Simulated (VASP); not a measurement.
# GaAs (P6_3/mmc) in VASP: further runs, part 2 of 2

VASP 6.6.1.

### 5 Single point, PBEsol

INCAR reads:

```
PREC = Accurate ; ENCUT = 520
EDIFF = 1E-7 ; ISMEAR = 1
SIGMA = 0.2 ; LREAL = F
LASPH = T ; NELM = 80
ALGO = Normal ; ISIF = 2
LWAVE = F ; LCHARG = T
GGA = PS ; LELF = T
LVHAR = T ; NBANDS = 26
```

KPOINTS reads:

```
Automatic mesh
0
Gamma
  6 6 4
```

POSCAR reads:

```
GaAs
1.0
    4.2497555350      0.0000000000      0.0000000000
   -2.1248777675      3.6803962531      0.0000000000
    0.0000000000      0.0000000000      5.7732406470
Ga As
2 2
Direct
    0.3333333333      0.6666666667      0.2500000000
    0.6666666667      0.3333333333      0.7500000000
    0.6666666667      0.3333333333      0.2500000000
    0.3333333333      0.6666666667      0.7500000000
```

Potentials or basis: VASP PAW PBE potentials, release 64 (Ga_d, As).

Started as:

```console
cat potpaw_PBE.64/Ga_d/POTCAR potpaw_PBE.64/As/POTCAR > POTCAR
mpirun -np 1 vasp_std > vasp.out
```

OUTCAR:

```text
PREC = Accurate
   ENCUT = 520
   EDIFF = 1E-7
   ISMEAR = 1
   LREAL = F
   LASPH = T
   NELM = 80
   ISIF = 2
   GGA = PS

 ion  position               nearest neighbor table
   1  0.333  0.667  0.250-   3 2.45   3 2.45   3 2.45   4 2.89   4 2.89
   2  0.667  0.333  0.750-   4 2.45   4 2.45   4 2.45   3 2.89   3 2.89
   3  0.667  0.333  0.250-   1 2.45   1 2.45   1 2.45   2 2.89   2 2.89
   4  0.333  0.667  0.750-   2 2.45   2 2.45   2 2.45   1 2.89   1 2.89

  LATTYP: Found a hexagonal cell.
 ALAT       =     4.2497555350
 C/A-ratio  =     1.3584877058

  Lattice vectors:

 A1 = (   4.2497555350,   0.0000000000,   0.0000000000)
 A2 = (  -2.1248777675,   3.6803962531,   0.0000000000)
 A3 = (   0.0000000000,   0.0000000000,   5.7732406470)

Analysis of symmetry for initial positions (statically):
=====================================================================
 Subroutine PRICEL returns:
 Original cell was already a primitive cell.

 Routine SETGRP: Setting up the symmetry group for a
 hexagonal supercell.

 Subroutine GETGRP returns: Found 24 space group operations
 (whereof 12 operations were pure point group operations)
 out of a pool of 24 trial point group operations.

The static configuration has the point symmetry D_3d.
 The point group associated with its full space group is D_6h.

Analysis of symmetry for dynamics (positions and initial velocities):
=====================================================================
 Subroutine PRICEL returns:
 Original cell was already a primitive cell.

 Routine SETGRP: Setting up the symmetry group for a
 hexagonal supercell.

 Subroutine GETGRP returns: Found 24 space group operations
 (whereof 12 operations were pure point group operations)
 out of a pool of 24 trial point group operations.

The dynamic configuration has the point symmetry D_3d.
[... 117 lines left out ...]
   IALGO  =     38    algorithm
   IMIX   =      4    mixing-type and parameters
     AMIX     =   0.40;   BMIX     =  1.00
     AMIX_MAG =   1.60;   BMIX_MAG =  1.00
  volume/ion in A,a.u.               =      22.57       152.34
  Fermi-wavevector in a.u.,A,eV,Ry     =   1.204896  2.276923 19.752593  1.451775
  Thomas-Fermi vector in A             =   2.340608
   LORBIT       =      0    0 simple, 1 ext, 2 COOP (PROOUT), +10 PAW based schemes
   GGA     = PS    functional components
   LHFCALC =     F    Hartree Fock is set to
   AEXX    =    0.0000 exact exchange contribution
   IVDW    =     0    specifies the selected vdW correction
   LEPSILON=     F    determine dielectric tensor
   LRPA    =     F    only Hartree local field effects (RPA)
 non-spin polarized calculation
 Methfessel and Paxton  Order N= 1 SIGMA  =   0.20
  energy-cutoff  :      520.00
  volume of cell :       90.30
 maximum number of plane-waves:      2444
 NGX is ok and might be reduce to    32
   NGX = 15   NGY = 15   NGZ = 21

 number of electron      36.0000020 magnetization

 Free energy of the ion-electron system (eV)
  ---------------------------------------------------
  ext. energy  EPLUGINS =         0.00000000
  ---------------------------------------------------
  free energy    TOTEN  =       -16.92040038 eV

  energy without entropy =      -16.93054665  energy(sigma->0) =      -16.92378247

 E-fermi :   3.8580     XC(G=0):  -9.8290

 val. band max:        3.8263901634   @ k =   0.5000   0.0000   0.2500
 cond. band min:       3.9622185876   @ k =   0.0000   0.0000   0.0000
 fundamental gap:      0.1358284242
 Fermi energy:         3.8579885262

 k-point     1 :       0.0000    0.0000    0.0000
  band No.  band energies     occupation
      1     -11.1101      2.00000
      2     -10.9881      2.00000
      3     -10.9881      2.00000
      4     -10.9881      2.00000
      5     -10.9881      2.00000
      6     -10.9833      2.00000
[... 598 lines left out ...]
     25       9.8023      0.00000
     26       9.8023      0.00000

------------------------ aborting loop because EDIFF is reached ----------------------------------------

  FORCE on cell =-STRESS in cart. coord.  units (eV):
  Direction    XX          YY          ZZ          XY          YZ          ZX
  --------------------------------------------------------------------------------------
  -------------------------------------------------------------------------------------
  Total        0.1259727      0.1259727     -1.0143813      0.0000000      0.0000000      0.0000000
  in kB        2.2351615      2.2351615    -17.9983894      0.0000000      0.0000000      0.0000000
  external PRESSURE =      -4.5093555 kB  Pullay stress =       0.0000000 kB

 VOLUME and BASIS-vectors are now :
 -----------------------------------------------------------------------------
  energy-cutoff  :      520.00
  volume of cell :       90.30
      direct lattice vectors                 reciprocal lattice vectors
     4.249755535  0.000000000  0.000000000     0.235307653  0.135854937  0.000000000
    -2.124877768  3.680396253  0.000000000     0.000000000  0.271709873  0.000000000
     0.000000000  0.000000000  5.773240647     0.000000000  0.000000000  0.173212942

 POSITION                                       TOTAL-FORCE (eV/Angst)
 -----------------------------------------------------------------------------------
     -0.00000      2.45360      1.44331        -0.000000      0.000000      0.000000
      2.12488      1.22680      4.32993         0.000000     -0.000000     -0.000000
      2.12488      1.22680      1.44331         0.000000     -0.000000     -0.000000
     -0.00000      2.45360      4.32993        -0.000000      0.000000     -0.000000
 -----------------------------------------------------------------------------------
    total drift:                                0.000000     -0.000000      0.000000

  FREE ENERGIE OF THE ION-ELECTRON SYSTEM (eV)
  ---------------------------------------------------
  free  energy   TOTEN  =       -16.9204003814 eV

  energy  without entropy=      -16.9305466459  energy(sigma->0) =      -16.92378247
```

stdout:

```text
POSCAR found type information on POSCAR GaAs
 POSCAR found :  2 types and       4 ions
 scaLAPACK will be used
 -----------------------------------------------------------------------------
|                                                                             |
|                                                                             |
|     You enforced a specific xc type in the INCAR file but a different       |
|     I HOPE YOU KNOW WHAT YOU ARE DOING!                                     |
|                                                                             |
 -----------------------------------------------------------------------------

 LDA part: xc-table for (Slater+PW92), standard interpolation
 POSCAR, INCAR and KPOINTS ok, starting setup
 FFT: planning ... GRIDC
 FFT: planning ... GRID_SOFT
 FFT: planning ... GRID
 WAVECAR not read
 entering main loop
```

It took 53 s on 1 thread of Intel Xeon 6975P-C, shared host; peak memory 0.23 GiB.

Results:

```
Free energy            : -16.9204 eV
Pressure               : -0.5 GPa
Band gap on the k mesh : zero (band 18 reaches 4.06 eV, above the bottom of band 19 at 3.06 eV)
```

Stress tensor (GPa, compression positive):
```
 0.22  0.00  0.00
 0.00  0.22  0.00
 0.00  0.00 -1.80
```

Levels at points of the mesh, in eV from the Fermi level:
| k point | band 16 | band 17 | band 18 | band 19 | band 20 | band 21 |
| --- | --- | --- | --- | --- | --- | --- |
| (0.00, 0.00, 0.00) | -2.20 | -0.50 | -0.50 | 0.10 | 0.94 | 2.90 |
| (0.50, 0.00, 0.00) | -3.48 | -1.84 | -1.50 | -0.38 | 2.37 | 5.16 |
| (0.00, 0.00, 0.50) | -1.45 | -1.45 | -1.45 | -0.18 | -0.18 | 3.58 |
| (0.50, 0.00, 0.50) | -2.66 | -0.56 | -0.56 | 1.29 | 1.29 | 2.67 |

Caveat: the PAW data sets were made with another functional, which shifts forces and pressure a little.

### 6 The runs side by side

| smearing | gap on the mesh (eV) | pressure (GPa) |
| --- | --- | --- |
| fermi-dirac 0.02 eV | none | -0.5 |
| methfessel-paxton 0.5 eV | none | -0.4 |
| methfessel-paxton 0.05 eV | none | -0.4 |
| methfessel-paxton 0.2 eV | none | -0.5 |

Alike in all rows: task single point; level PBEsol; potentials or basis VASP PAW PBE potentials, release 64 (Ga_d, As); no spin polarisation; cell as given; k mesh 6 × 6 × 4; cutoff (eV) 520.

Every run on the cell as given and a fine mesh finds a metal.

Caveats: the PAW data sets were made with another functional, which shifts forces and pressure a little.

Absolute energies hang on the potentials; compare differences alone.
